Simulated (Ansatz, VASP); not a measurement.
**Two plane-wave programs on Au**

```
Au
1.0
     0.00000    2.04177    2.04177
     2.04177    0.00000    2.04177
     2.04177    2.04177    0.00000
Au
1
Direct
  0.00000 0.00000 0.00000
```

Alike in both runs: task single point; functional PBEsol; k mesh 18 × 18 × 18; occupations gaussian, width 0.1 eV; no spin polarisation.

|  | VASP | Ansatz |
| --- | --- | --- |
| version | VASP 6.6.1 | Ansatz 0.2.0 |
| potentials or method | VASP PAW PBE potentials, release 64 (Au), cutoff 520 eV | scalar-relativistic, plane waves, PAW |
| valence electrons in the cell | 11 | 19 |

|  | VASP | Ansatz | Ansatz less VASP |
| --- | --- | --- | --- |
| gap on the k mesh at the Fermi level (eV) | none | none | - |
| pressure (GPa) | -0.3 | 0.0 | +0.27 |

VASP's potentials were made for PBE, not for PBEsol, and Ansatz warns of the same on its side. A gap of «none» marks a metal or a gap that the smearing closes. The functional is the same, so the differences come from potentials, cutoffs and numerics. VASP's potentials hold 11 valence electrons a cell and Ansatz's 19, so a difference there can come from the potentials and not from the codes.

Spin-orbit coupling is off throughout.
